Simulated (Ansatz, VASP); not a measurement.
Al2O3: VASP beside Ansatz

```xyz
10
Lattice="4.6290 0.0000 0.0000 0.0000 9.6088 0.0000 0.0000 0.0000 2.9954" Properties=species:S:1:pos:R:3 pbc="T T T"
Al    1.9208    3.1786    1.4977
Al    2.7081    6.4302    1.4977
Al   -0.3937    1.6258    0.0000
Al    5.0226    7.9830    0.0000
O     3.3914    2.1389    1.4977
O     0.0000    0.0000    0.0000
O     3.5520    6.9433    0.0000
O     1.0769    2.6655    0.0000
O     1.2376    7.4699    1.4977
O     2.3145    4.8044    1.4977
```

Alike in both runs: functional r2SCAN; k mesh 6 × 4 × 8; occupations gaussian, width 0.02 eV; no spin polarisation.

Ansatz relaxed the structure, and its values are those at the end. VASP's run is a single point on that final structure, the one shown.

|  | VASP | Ansatz |
| --- | --- | --- |
| version | VASP 6.6.1 | Ansatz 0.2.0 |
| potentials or method | VASP PAW PBE potentials, release 64 (Al, O), cutoff 520 eV | scalar-relativistic, plane waves, PAW |
| valence electrons in the cell | 48 | 48 |

VASP gave:

```
gap on the k mesh at the Fermi level (eV) : 4.12
least direct gap on the mesh (eV)         : 4.12
pressure (GPa)                            : -0.1
rms of the force components (eV/Å)        : 0.022
```

Problem. What did Ansatz give for the same quantities?

Solution. gap on the k mesh at the Fermi level (eV): 4.12; least direct gap on the mesh (eV): 4.12; pressure (GPa): 0.0; rms of the force components (eV/Å): 0.002.

VASP's potentials were made for PBE, not for r2SCAN.
